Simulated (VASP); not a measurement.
Here is a VASP 6.6.1 calculation.

The input INCAR:

```
SYSTEM = W3C
PREC     = Accurate       ! precision mode
ENCUT    = 520            ! plane-wave cutoff, eV
EDIFF    = 1E-6           ! SCF threshold, eV
ISMEAR   = 0              ! smearing method
SIGMA    = 0.1            ! smearing width, eV
LREAL    = .False.        ! projectors in reciprocal space
LASPH    = .True.         ! aspherical terms in the spheres
NELM     = 60             ! most SCF steps
ALGO     = Normal         ! electronic algorithm
ISIF     = 2              ! what is computed and relaxed
LWAVE    = .False.        ! write WAVECAR
LCHARG   = .False.        ! write CHGCAR
LDIPOL   = .True.       
IDIPOL   = 3            
DIPOL    = 0.5 0.5 0.349
GGA      = PE             ! functional
NBANDS   = 31             ! bands
```

The input KPOINTS:

```
Automatic mesh
0
Gamma
  9 9 1
  0 0 0
```

Contents of POSCAR:

```
W3C
1.0
    2.8545944806      0.0000000000      0.0000000000
   -1.4272972403      2.4721513377      0.0000000000
    0.0000000000      0.0000000000     21.6971108210
W C
3 1
Direct
    0.6666666667      0.3333333333      0.1843563428
    0.3333333333      0.6666666667      0.2926027619
    0.0000000000      0.0000000000      0.4008418859
    0.3333333333     -0.3333333333      0.5174472728
```

Potentials or basis: VASP PAW PBE potentials, release 64 (W_sv, C).

Launch:

```console
$ cat potpaw_PBE.64/W_sv/POTCAR potpaw_PBE.64/C/POTCAR > POTCAR
$ mpirun -np 1 vasp_std > vasp.out
```

**Question.** What does it give for the largest force?

**Answer.** 2.436 eV/Å.

**Question.** What does it give for the band gap on the k mesh?

**Answer.** Zero (band 23 reaches 0.33 eV, above the bottom of band 24 at -0.51 eV).

Forces on the atoms (eV/Å):
```
W    0.000  0.000 -0.100
W    0.000  0.000 -0.074
W    0.000  0.000  2.436
C    0.000  0.000 -2.262
```

Caveat: spin-orbit coupling is left out, which moves the levels of the heavy elements.
